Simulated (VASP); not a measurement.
# SnTe (R-3m) in VASP: a series of runs

The runs below take SnTe through single point, with PBE+D3(BJ).

All numbers are computed with VASP 6.6.1; they aren't measurements. Logs are shortened: lines on timing, memory, paths and dates and some standing lists are left out, and cuts for length are marked.

### Step 1. The cell of the first run

It takes space group R-3m (No. 166, trigonal). The conventional cell has a = 4.341 Å, b = 4.341 Å, c = 11.242 Å, α = 90.00°, β = 90.00°, γ = 120.00°. Within 4.1 Å of Sn (site symmetry -3m) lie 6 Te at 3.13 Å. Te (site symmetry -3m) has 6 Sn at 3.13 Å within 4.1 Å.

### Step 2. Single point, PBE+D3(BJ)

Contents of INCAR:

```
SYSTEM = SnTe
ALGO = Normal
EDIFF = 1E-6
ENCUT = 500
GGA = PE
GGA_COMPAT = .False.
ISIF = 2
ISMEAR = 0
IVDW = 12
LASPH = .True.
LCHARG = .False.
LREAL = .False.
LWAVE = .False.
NBANDS = 17
NELM = 120
PREC = Accurate
SIGMA = 0.02
```

Contents of KPOINTS:

```
k-points
0
Gamma
  9 9 9
  0 0 0
```

Contents of POSCAR:

```
SnTe
1.0
    4.3412781505      0.0000000000      0.0000000000
   -2.1706390753      3.7596571632      0.0000000000
   -2.1706390753      1.2532190544      3.7471944701
Sn Te
1 1
Direct
    0.0000000000      0.0000000000      0.0000000000
    0.5000000000      0.5000000000      0.5000000000
```

Potentials or basis: VASP PAW PBE potentials, release 64 (Sn_d, Te).

On the command line:

```
> cat potpaw_PBE.64/Sn_d/POTCAR potpaw_PBE.64/Te/POTCAR > POTCAR
> mpirun -np 1 vasp_std > vasp.out
```

OUTCAR:

```text
SYSTEM = SnTe
   EDIFF = 1E-6
   ENCUT = 500
   GGA = PE
   ISIF = 2
   ISMEAR = 0
   IVDW = 12
   LASPH = .True.
   LREAL = .False.
   NELM = 120
   PREC = Accurate
 IVDW          = 12

 ion  position               nearest neighbor table
   1  0.000  0.000  0.000-   2 3.13   2 3.13   2 3.13   2 3.13   2 3.13   2 3.13
   2  0.500  0.500  0.500-   1 3.13   1 3.13   1 3.13   1 3.13   1 3.13   1 3.13

  LATTYP: Found a trigonal (rhomboedric) cell.
 ALAT       =     4.5081812730
 COS(alpha) =     0.5363369497

  Lattice vectors:

 A1 = (   0.0000000000,  -2.5064381088,   3.7471944701)
 A2 = (   2.1706390752,   1.2532190544,   3.7471944701)
 A3 = (  -2.1706390753,   1.2532190544,   3.7471944701)

Analysis of symmetry for initial positions (statically):
=====================================================================
 Subroutine PRICEL returns:
 Original cell was already a primitive cell.

 Routine SETGRP: Setting up the symmetry group for a
 trigonal (rhombohedral) supercell.

 Subroutine GETGRP returns: Found 12 space group operations
 (whereof 12 operations were pure point group operations)
 out of a pool of 12 trial point group operations.

The static configuration has the point symmetry D_3d.

Analysis of symmetry for dynamics (positions and initial velocities):
=====================================================================
 Subroutine PRICEL returns:
 Original cell was already a primitive cell.

 Routine SETGRP: Setting up the symmetry group for a
 trigonal (rhombohedral) supercell.

 Subroutine GETGRP returns: Found 12 space group operations
 (whereof 12 operations were pure point group operations)
 out of a pool of 12 trial point group operations.

The dynamic configuration has the point symmetry D_3d.

 Subroutine INISYM returns: Found 12 space group operations
 (whereof 12 operations are pure point group operations),
 and found     1 'primitive' translations

----------------------------------------------------------------------------------------

                                     Primitive cell

  volume of cell :      61.1606

  direct lattice vectors                    reciprocal lattice vectors
     4.341278150  0.000000000  0.000000000     0.230346908  0.132990850  0.088955440
    -2.170639075  3.759657163  0.000000000     0.000000000  0.265981699 -0.088955440
    -2.170639075  1.253219054  3.747194470     0.000000000  0.000000000  0.266866320

  length of vectors
     4.341278150  4.341278151  4.508181273     0.280462715  0.280462715  0.266866320

  position of ions in fractional coordinates (direct lattice)
     0.000000000  0.000000000  0.000000000
     0.500000000  0.500000000  0.500000000

[... 79 lines left out ...]
   NSW    =      0    number of steps for IOM
   IBRION =     -1    ionic relax: 0-MD 1-quasi-New 2-CG
   NFREE  =      0    steps in history (QN), initial steepest desc. (CG)
   ISIF   =      2    stress and relaxation
   ISYM   =      2    0-nonsym 1-usesym 2-fastsym
   POTIM  = 0.5000    time-step for ionic-motion
   TEBEG  =    0.0;   TEEND  =   0.0 temperature during run
   PSTRESS=    0.0 pullay stress
   NELECT =      20.0000    total number of electrons
   NUPDOWN=      -1.0000    fix difference up-down
   EMIN   =  10.00;   EMAX   =-10.00  energy-range for DOS
   EFERMI =   0.00;   METHOD = LEGACY
   ISMEAR =     0;   SIGMA  =   0.02  broadening in eV -4-tet -1-fermi 0-gaus
   EFERMI_NEDOS =   21; number of points for ismear=-14 and -15
   IALGO  =     38    algorithm
   IMIX   =      4    mixing-type and parameters
     AMIX     =   0.40;   BMIX     =  1.00
     AMIX_MAG =   1.60;   BMIX_MAG =  1.00
  volume/ion in A,a.u.               =      30.58       206.37
  Fermi-wavevector in a.u.,A,eV,Ry     =   1.127875  2.131374 17.307985  1.272101
  Thomas-Fermi vector in A             =   2.264562
   LORBIT       =      0    0 simple, 1 ext, 2 COOP (PROOUT), +10 PAW based schemes
   GGA     = PE    functional components
   LHFCALC =     F    Hartree Fock is set to
   AEXX    =    0.0000 exact exchange contribution
   IVDW    =    12    specifies the selected vdW correction
   LEPSILON=     F    determine dielectric tensor
   LRPA    =     F    only Hartree local field effects (RPA)
 non-spin polarized calculation
 Gauss-broadening in eV      SIGMA  =   0.02
  energy-cutoff  :      500.00
  volume of cell :       61.16
 maximum number of plane-waves:      1569
   NGX = 15   NGY = 15   NGZ = 17

 number of electron      19.9999999 magnetization

 Free energy of the ion-electron system (eV)
  ---------------------------------------------------
  ext. energy  EPLUGINS =         0.00000000
  ---------------------------------------------------
  free energy    TOTEN  =        -7.50596370 eV

  energy without entropy =       -7.50583754  energy(sigma->0) =       -7.50590062

 E-fermi :   7.3480     XC(G=0):  -9.5987

 val. band max:        7.0522851490   @ k =   0.1111   0.0000   0.3333
 cond. band min:       7.3595512110   @ k =   0.4444   0.0000   0.0000
 fundamental gap:      0.3072660620
 Fermi energy:         7.3479943921

 k-point     1 :       0.0000    0.0000    0.0000
  band No.  band energies     occupation
      1     -14.6729      2.00000
      2     -14.6729      2.00000
      3     -14.6653      2.00000
      4     -14.6650      2.00000
      5     -14.6650      2.00000
      6      -5.7254      2.00000
[... 457 lines left out ...]
      4     -14.6547      2.00000
      5     -14.6530      2.00000
      6      -4.0357      2.00000
[... 9 lines left out ...]
     16      17.0740      0.00000
     17      17.1244      0.00000

 [... further k-points ...]

------------------------ aborting loop because EDIFF is reached ----------------------------------------

 Edisp (eV)   -0.82085

 E8    (eV) :    -0.3868

  FORCE on cell =-STRESS in cart. coord.  units (eV):
  Direction    XX          YY          ZZ          XY          YZ          ZX
  --------------------------------------------------------------------------------------
  -------------------------------------------------------------------------------------
  Total       0.65771     0.65771    -0.00769    -0.00000    -0.00000     0.00000
  in kB      17.22958    17.22958    -0.20143    -0.00000    -0.00000     0.00000
  external pressure =       11.42 kB  Pullay stress =        0.00 kB

 VOLUME and BASIS-vectors are now :
 -----------------------------------------------------------------------------
  energy-cutoff  :      500.00
  volume of cell :       61.16
      direct lattice vectors                 reciprocal lattice vectors
     4.341278150  0.000000000  0.000000000     0.230346908  0.132990850  0.088955440
    -2.170639075  3.759657163  0.000000000     0.000000000  0.265981699 -0.088955440
    -2.170639075  1.253219054  3.747194470     0.000000000  0.000000000  0.266866320

 POSITION                                       TOTAL-FORCE (eV/Angst)
 -----------------------------------------------------------------------------------
      0.00000      0.00000      0.00000         0.000000      0.000000      0.000000
     -0.00000      2.50644      1.87360        -0.000000     -0.000000      0.000000
 -----------------------------------------------------------------------------------
    total drift:                                0.000000      0.000000      0.000000

  FREE ENERGIE OF THE ION-ELECTRON SYSTEM (eV)
  ---------------------------------------------------
  free  energy   TOTEN  =        -8.3268142055 eV

  energy  without entropy=       -8.3266880522  energy(sigma->0) =       -8.32675113
```

Wall time 1.9 min (1 thread of Intel Xeon 8259CL, shared host); peak memory 0.25 GiB.

What came out:

```yaml
Free_energy: -8.3268 eV
Pressure: 1.1 GPa
Band_gap_on_the_k_mesh: zero (bands 10 and 11 overlap by 0.01 eV)
Dispersion_energy_per_atom: -0.410 eV
```

Caveat: semilocal functionals underestimate gaps, and a narrow one can read as zero; spin-orbit coupling is left out, which moves the levels of the heavy elements.

[end of part 1 of 2]

The gap in the log of VASP goes by the Fermi energy; the results here count the filled bands.